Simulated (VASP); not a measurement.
A run of VASP 6.6.1 is set up as follows.

File POSCAR:

```
Li2O
1.0
    0.0000000000      2.2863684601      2.2863684601
    2.2863684601      0.0000000000      2.2863684601
    2.2863684601      2.2863684601      0.0000000000
O Li
1 2
Direct
    0.0000000000      0.0000000000      0.0000000000
    0.2500000000      0.2500000000      0.2500000000
    0.7500000000      0.7500000000      0.7500000000
```

The input INCAR.step1:

```
ALGO = Normal
EDIFF = 1E-5
ENCUT = 830
GGA = PE
GGA_COMPAT = F
ISMEAR = 0
LASPH = T
LCHARG = F
LREAL = F
LWAVE = T
NBANDS = 13
NELM = 120
PREC = Accurate
SIGMA = 0.01
```

INCAR.step2

```
ALGO = Normal
EDIFF = 1E-6
ENCUT = 830
GGA_COMPAT = F
ISIF = 2
ISMEAR = 0
ISTART = 1
LASPH = T
LCHARG = F
LMIXTAU = T
LREAL = F
LWAVE = F
METAGGA = R2SCAN
NBANDS = 13
NELM = 120
PREC = Accurate
SIGMA = 0.01
```

Contents of KPOINTS:

```
k-points
0
Gamma
  8 8 8
```

Potentials or basis: VASP PAW PBE potentials, release 64 (O, Li_sv).

The run is started by

```sh
$ cat potpaw_PBE.64/O/POTCAR potpaw_PBE.64/Li_sv/POTCAR > POTCAR
$ cp INCAR.step1 INCAR
$ mpirun -np 1 vasp_std > vasp.out
$ cp INCAR.step2 INCAR
$ mpirun -np 1 vasp_std > vasp.out
```

Question: What does it give for the pressure?

Answer: 0.2 GPa.

Question: Predict the band gap on the k mesh.

Answer: 5.73 eV (least direct gap 6.35 eV).

Caveat: the PAW data sets were made with another functional, which shifts forces and pressure a little. A k mesh can miss the band edges.
